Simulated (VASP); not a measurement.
# BaTiO3 (P4mm) in VASP: notebook, part 2 of 2

VASP 6.6.1.

**4. Single point, BLYP+D3(BJ)**

This run uses another cell than the first one, of 13.02 Å³/atom, 0.908 times its volume.

File INCAR:

```
PREC = Accurate ; ENCUT = 520
EDIFF = 1E-6 ; ISMEAR = -1
SIGMA = 0.05 ; LREAL = F
LASPH = T ; NELM = 100
ALGO = Normal ; ISIF = 2
LWAVE = F ; LCHARG = F
GGA = B5 ; ALDAX = 1.0
AGGAX = 1.0 ; AGGAC = 1.0
ALDAC = 0.0 ; IVDW = 12
VDW_S6 = 1.0 ; VDW_S8 = 2.6996
VDW_A1 = 0.4298 ; VDW_A2 = 4.2359
NBANDS = 28
```

File KPOINTS:

```
regular mesh
0
Gamma
  7 7 7
```

File POSCAR:

```
BaTiO3
1.0
    3.9830000691      0.0000000000      0.0000000000
    0.0000000000      3.9830000691      0.0000000000
    0.0000000000      0.0000000000      4.1020648758
Ba Ti O
1 1 3
Direct
    0.0000000000      0.0000000000     -0.0040150815
    0.5000000000      0.5000000000      0.4793853521
    0.0000000000      0.5000000000      0.5181648443
    0.5000000000      0.0000000000      0.5181648443
    0.5000000000      0.5000000000      0.0313000408
```

Potentials or basis: VASP PAW PBE potentials, release 64 (Ba_sv, Ti_sv, O).

Started as:

```console
> cat potpaw_PBE.64/Ba_sv/POTCAR potpaw_PBE.64/Ti_sv/POTCAR potpaw_PBE.64/O/POTCAR > POTCAR
> mpirun -np 1 vasp_std > vasp.out
```

OUTCAR:

```text
PREC = Accurate
   ENCUT = 520
   EDIFF = 1E-6
   ISMEAR = -1
   LREAL = F
   LASPH = T
   NELM = 100
   ISIF = 2
   GGA = B5
   IVDW = 12
 IVDW          = 12

 ion  position               nearest neighbor table
   1  0.000  0.000  0.996-   3 2.79   4 2.79   3 2.79   4 2.79   5 2.82   5 2.82   5 2.82   5 2.82
                             4 2.92   3 2.92   4 2.92   3 2.92   2 3.44   2 3.44   2 3.44   2 3.44
   2  0.500  0.500  0.479-   5 1.84   4 2.00   3 2.00   4 2.00   3 2.00   5 2.26   1 3.44   1 3.44
                             1 3.44   1 3.44   1 3.52   1 3.52   1 3.52   1 3.52
   3  0.000  0.500  0.518-   2 2.00   2 2.00   1 2.79   1 2.79   1 2.92   1 2.92
   4  0.500  0.000  0.518-   2 2.00   2 2.00   1 2.79   1 2.79   1 2.92   1 2.92
   5  0.500  0.500  0.031-   2 1.84   2 2.26   1 2.82   1 2.82   1 2.82   1 2.82

  LATTYP: Found a simple tetragonal cell.
 ALAT       =     3.9830000691
 C/A-ratio  =     1.0298932475

  Lattice vectors:

 A1 = (   3.9830000691,   0.0000000000,   0.0000000000)
 A2 = (   0.0000000000,   3.9830000691,   0.0000000000)
 A3 = (   0.0000000000,   0.0000000000,   4.1020648758)

Analysis of symmetry for initial positions (statically):
=====================================================================
 Subroutine PRICEL returns:
 Original cell was already a primitive cell.

 Routine SETGRP: Setting up the symmetry group for a
 simple tetragonal supercell.

 Subroutine GETGRP returns: Found  8 space group operations
 (whereof  8 operations were pure point group operations)
 out of a pool of 16 trial point group operations.

The static configuration has the point symmetry C_4v.

Analysis of symmetry for dynamics (positions and initial velocities):
=====================================================================
 Subroutine PRICEL returns:
 Original cell was already a primitive cell.

 Routine SETGRP: Setting up the symmetry group for a
 simple tetragonal supercell.

 Subroutine GETGRP returns: Found  8 space group operations
 (whereof  8 operations were pure point group operations)
 out of a pool of 16 trial point group operations.

The dynamic configuration has the point symmetry C_4v.

 Subroutine INISYM returns: Found  8 space group operations
 (whereof  8 operations are pure point group operations),
 and found     1 'primitive' translations

----------------------------------------------------------------------------------------

                                     Primitive cell

  volume of cell :      65.0763

  direct lattice vectors                    reciprocal lattice vectors
     3.983000069  0.000000000  0.000000000     0.251067031  0.000000000  0.000000000
     0.000000000  3.983000069  0.000000000     0.000000000  0.251067031  0.000000000
     0.000000000  0.000000000  4.102064876     0.000000000  0.000000000  0.243779665

  length of vectors
     3.983000069  3.983000069  4.102064876     0.251067031  0.251067031  0.243779665

  position of ions in fractional coordinates (direct lattice)
     0.000000000  0.000000000  0.995984918
     0.500000000  0.500000000  0.479385352
     0.000000000  0.500000000  0.518164844
     0.500000000  0.000000000  0.518164844
     0.500000000  0.500000000  0.031300041

  ion indices of the primitive-cell ions
   primitive index   ion index
[... 34 lines left out ...]
  0.000000  0.000000  0.000000      1.000000
  0.142857  0.000000  0.000000      4.000000
  0.285714  0.000000  0.000000      4.000000
  0.428571  0.000000  0.000000      4.000000
  0.142857  0.142857  0.000000      4.000000
  0.285714  0.142857  0.000000      8.000000
[... 16 lines left out ...]
  0.285714  0.000000  0.285714      8.000000
  0.428571  0.000000  0.285714      8.000000
 [... further k-points ...]
   k-points           NKPTS =     40   k-points in BZ     NKDIM =     40   number of bands    NBANDS=     28
   number of dos      NEDOS =    301   number of ions     NIONS =      5
   total plane-waves  NPLWV =  28800
   dimension x,y,z NGX =    30 NGY =   30 NGZ =   32
   dimension x,y,z NGXF=    60 NGYF=   60 NGZF=   64
   ions per type =               1   1   3
   NGX,Y,Z   is equivalent  to a cutoff of  12.52, 12.52, 12.97 a.u.
   NGXF,Y,Z  is equivalent  to a cutoff of  25.04, 25.04, 25.94 a.u.
 SYSTEM =  unknown system
   PREC   = accura    normal or accurate (medium, high low for compatibility)
   ISTART =      0    job   : 0-new  1-cont  2-samecut
   ICHARG =      2    charge: 1-file 2-atom 10-const
   ISPIN  =      1    spin polarized calculation?
   LNONCOLLINEAR =      F non collinear calculations
   LSORBIT =      F    spin-orbit coupling
   LASPH  =      T    aspherical Exc in radial PAW
   ENCUT  =  520.0 eV  38.22 Ry    6.18 a.u.   7.41  7.41  7.63*2*pi/ulx,y,z
   NELM   =    100;   NELMIN=  2; NELMDL= -5     # of ELM steps
   EDIFF  = 0.1E-05   stopping-criterion for ELM
   LREAL  =      F    real-space projection
   EDIFFG = 0.1E-04   stopping-criterion for IOM
   NSW    =      0    number of steps for IOM
   IBRION =     -1    ionic relax: 0-MD 1-quasi-New 2-CG
   NFREE  =      0    steps in history (QN), initial steepest desc. (CG)
   ISIF   =      2    stress and relaxation
   ISYM   =      2    0-nonsym 1-usesym 2-fastsym
   POTIM  = 0.5000    time-step for ionic-motion
   TEBEG  =    0.0;   TEEND  =   0.0 temperature during run
   PSTRESS=    0.0 pullay stress
   NELECT =      40.0000    total number of electrons
   NUPDOWN=      -1.0000    fix difference up-down
   EMIN   =  10.00;   EMAX   =-10.00  energy-range for DOS
   EFERMI =   0.00;   METHOD = LEGACY
   ISMEAR =    -1;   SIGMA  =   0.05  broadening in eV -4-tet -1-fermi 0-gaus
   EFERMI_NEDOS =   21; number of points for ismear=-14 and -15
   IALGO  =     38    algorithm
   IMIX   =      4    mixing-type and parameters
     AMIX     =   0.40;   BMIX     =  1.00
     AMIX_MAG =   1.60;   BMIX_MAG =  1.00
  volume/ion in A,a.u.               =      13.02        87.83
  Fermi-wavevector in a.u.,A,eV,Ry     =   1.391940  2.630385 26.361238  1.937496
  Thomas-Fermi vector in A             =   2.515731
   LORBIT       =      0    0 simple, 1 ext, 2 COOP (PROOUT), +10 PAW based schemes
   GGA     = B5    functional components
   LHFCALC =     F    Hartree Fock is set to
   AEXX    =    0.0000 exact exchange contribution
   IVDW    =    12    specifies the selected vdW correction
   LEPSILON=     F    determine dielectric tensor
   LRPA    =     F    only Hartree local field effects (RPA)
 non-spin polarized calculation
  energy-cutoff  :      520.00
  volume of cell :       65.08
 maximum number of plane-waves:      1779
 NGX is ok and might be reduce to    30
   NGX = 15   NGY = 15   NGZ = 15

 number of electron      39.9999983 magnetization

 Free energy of the ion-electron system (eV)
  ---------------------------------------------------
  ext. energy  EPLUGINS =         0.00000000
  ---------------------------------------------------
  free energy    TOTEN  =       -38.11279558 eV

  energy without entropy =      -38.11279558  energy(sigma->0) =      -38.11279558

 E-fermi :   5.0993     XC(G=0): -10.6483

 val. band max:        4.0857280417   @ k =   0.4286   0.4286   0.4286
 cond. band min:       6.0039602047   @ k =   0.0000   0.0000   0.0000
 fundamental gap:      1.9182321631
 Fermi energy:         5.0992876920

 k-point     1 :       0.0000    0.0000    0.0000
  band No.  band energies     occupation
      1     -52.2303      2.00000
      2     -28.6677      2.00000
      3     -28.5825      2.00000
      4     -28.5825      2.00000
      5     -20.7917      2.00000
      6     -12.6757      2.00000
[... 733 lines left out ...]
     27      12.4618      0.00000
     28      13.0084      0.00000

 [... further k-points ...]

------------------------ aborting loop because EDIFF is reached ----------------------------------------

 Edisp (eV)   -3.02091

 E8    (eV) :    -2.2599

  FORCE on cell =-STRESS in cart. coord.  units (eV):
  Direction    XX          YY          ZZ          XY          YZ          ZX
  --------------------------------------------------------------------------------------
  -------------------------------------------------------------------------------------
  Total       0.76130     0.76130     0.85194     0.00000     0.00000     0.00000
  in kB      18.74324    18.74324    20.97481     0.00000     0.00000     0.00000
  external pressure =       19.49 kB  Pullay stress =        0.00 kB

 VOLUME and BASIS-vectors are now :
 -----------------------------------------------------------------------------
  energy-cutoff  :      520.00
  volume of cell :       65.08
      direct lattice vectors                 reciprocal lattice vectors
     3.983000069  0.000000000  0.000000000     0.251067031  0.000000000  0.000000000
     0.000000000  3.983000069  0.000000000     0.000000000  0.251067031  0.000000000
     0.000000000  0.000000000  4.102064876     0.000000000  0.000000000  0.243779665

 POSITION                                       TOTAL-FORCE (eV/Angst)
 -----------------------------------------------------------------------------------
      0.00000      0.00000      4.08559        -0.000000     -0.000000      0.036448
      1.99150      1.99150      1.96647        -0.000000     -0.000000      0.124442
      0.00000      1.99150      2.12555         0.000000     -0.000000     -0.018284
      1.99150      0.00000      2.12555        -0.000000     -0.000000     -0.018284
      1.99150      1.99150      0.12839        -0.000000      0.000000     -0.124323
 -----------------------------------------------------------------------------------
    total drift:                                0.000000      0.000000      0.000131

  FREE ENERGIE OF THE ION-ELECTRON SYSTEM (eV)
  ---------------------------------------------------
  free  energy   TOTEN  =       -41.1337102864 eV

  energy  without entropy=      -41.1337102860  energy(sigma->0) =      -41.13371029
```

Wall time 52 s (1 thread of AMD EPYC 9R45 (Zen 5), shared host); peak memory 0.2 GiB.

What came out:

```yaml
Free_energy: -41.1337 eV
Pressure: 1.9 GPa
Largest_force: 0.124 eV/Å
Band_gap_on_the_k_mesh: 1.92 eV, indirect (least direct gap 2.27 eV)
Dispersion_energy_per_atom: -0.604 eV
```

Forces in eV/Å, atoms in the order of the input:
```
Ba   0.000  0.000  0.036
Ti   0.000  0.000  0.124
O    0.000  0.000 -0.018
O    0.000  0.000 -0.018
O    0.000  0.000 -0.124
```

Caveat: the PAW data sets were made with another functional, which shifts forces and pressure a little; spin-orbit coupling is left out, which moves the levels of the heavy elements. A hybrid or GW would open this gap; BLYP tends to underestimate it.

**5. Single point, BLYP+D4**

This run uses another cell than the first one, of 13.37 Å³/atom, 0.933 times its volume.

File INCAR:

```
AGGAC    = 1.0          
AGGAX    = 1.0          
ALDAC    = 0.0          
ALDAX    = 1.0          
ALGO     = Normal         # electronic algorithm
EDIFF    = 1E-6           # SCF threshold, eV
ENCUT    = 520            # plane-wave cutoff, eV
GGA      = B5             # functional
ISIF     = 2              # what is computed and relaxed
ISMEAR   = -1             # smearing method
IVDW     = 13             # dispersion correction
LASPH    = True           # aspherical terms in the spheres
LCHARG   = True           # write CHGCAR
LELF     = True           # ELF
LREAL    = False          # projectors in reciprocal space
LVHAR    = True         
LWAVE    = False          # write WAVECAR
NBANDS   = 28             # bands
NELM     = 80             # most SCF steps
PREC     = Accurate       # precision mode
SIGMA    = 0.05           # smearing width, eV
VDW_A1   = 0.44488865   
VDW_A2   = 4.0933009    
VDW_S6   = 1.0          
VDW_S8   = 2.34076671
```

File KPOINTS:

```
k-points
0
Gamma
  7 7 7
```

File POSCAR:

```
BaTiO3
1.0
    3.9828050450      0.0000000000      0.0000000000
    0.0000000000      3.9828050450      0.0000000000
    0.0000000000      0.0000000000      4.2151534142
Ba Ti O
1 1 3
Direct
    0.0000000000      0.0000000000     -0.0126666419
    0.5000000000      0.5000000000      0.4715614113
    0.0000000000      0.5000000000      0.5211588422
    0.5000000000      0.0000000000      0.5211588422
    0.5000000000      0.5000000000      0.0417875463
```

Started as:

```console
> cat potpaw_PBE.64/Ba_sv/POTCAR potpaw_PBE.64/Ti_sv/POTCAR potpaw_PBE.64/O/POTCAR > POTCAR
> mpirun -np 1 vasp_std > vasp.out
```

It took 52 s on 1 thread of AMD EPYC 9R45 (Zen 5), shared host; peak memory 0.19 GiB.

It converged, with:

- Free energy: -40.1092 eV
- Pressure: 1.8 GPa
- Largest force: 0.156 eV/Å
- Band gap on the k mesh: 1.91 eV, indirect (least direct gap 2.37 eV)
- Dispersion energy per atom: -0.384 eV

Forces on the atoms (eV/Å):
```
Ba   0.000  0.000  0.051
Ti   0.000  0.000  0.156
O    0.000  0.000 -0.025
O    0.000  0.000 -0.025
O    0.000  0.000 -0.156
```

Stress tensor (GPa, compression positive):
```
1.72 0.00 0.00
0.00 1.72 0.00
0.00 0.00 1.98
```

Levels at points of the mesh, in eV from the valence-band top:
```csv
k point,band 18,band 19,band 20,band 21,band 22,band 23
"(0.00, 0.00, 0.00)",-0.85,-0.46,-0.46,1.91,2.57,2.57
```

Caveat: the PAW data sets were made with another functional, which shifts forces and pressure a little; spin-orbit coupling is left out, which moves the levels of the heavy elements. A k mesh can miss the band edges.

**6. The runs side by side**

| level | cell | gap on the mesh (eV) | pressure (GPa) | largest force (eV/Å) |
| --- | --- | --- | --- | --- |
| BLYP | a = 3.975, b = 3.975, c = 4.534 Å, 5 atoms | 1.89 | 1.5 | 0.19 |
| r2SCAN | a = 3.972, b = 3.972, c = 4.113 Å, 5 atoms | 2.32 | 1.9 | 0.17 |
| BLYP+D3(BJ) | a = 3.983, b = 3.983, c = 4.102 Å, 5 atoms | 1.92 | 1.9 | 0.12 |
| BLYP+D4 | a = 3.983, b = 3.983, c = 4.215 Å, 5 atoms | 1.91 | 1.8 | 0.16 |

Alike in all rows: task single point; potentials or basis VASP PAW PBE potentials, release 64 (Ba_sv, Ti_sv, O); no spin polarisation; k mesh 7 × 7 × 7; cutoff (eV) 520; smearing fermi-dirac 0.05 eV.

Caveats: the PAW data sets were made with another functional, which shifts forces and pressure a little; spin-orbit coupling is left out, which moves the levels of the heavy elements.

Absolute energies hang on the potentials; compare differences alone.
